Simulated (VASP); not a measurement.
A run of VASP 6.6.1 is set up as follows.

Contents of INCAR:

```
PREC = Accurate
ENCUT = 600
EDIFF = 1E-6
ISMEAR = -1
SIGMA = 0.02
LREAL = False
LASPH = True
NELM = 120
ALGO = Normal
ISIF = 2
LWAVE = False
LCHARG = False
GGA = PE
NBANDS = 11
GGA_COMPAT = False
```

File KPOINTS:

```
Automatic mesh
0
Gamma
  6 6 6
```

POSCAR

```
BeTe
1.0
    3.3650594837      0.0000000000      0.0000000000
    0.0000000000      3.3650594837      0.0000000000
    0.0000000000      0.0000000000      3.3650594837
Be Te
1 1
Direct
    0.0000000000      0.0000000000      0.0000000000
    0.5000000000      0.5000000000      0.5000000000
```

Potentials or basis: VASP PAW PBE potentials, release 64 (Be, Te).

The run is started by

```console
$ cat potpaw_PBE.64/Be/POTCAR potpaw_PBE.64/Te/POTCAR > POTCAR
$ mpirun -np 1 vasp_std > vasp.out
```

Q: Estimate the band gap on the k mesh.

A: Zero (band 4 reaches 8.92 eV, above the bottom of band 5 at 6.42 eV).

Q: Estimate the pressure.

A: -1.1 GPa.

Caveat: spin-orbit coupling is left out, which moves the levels of the heavy elements.
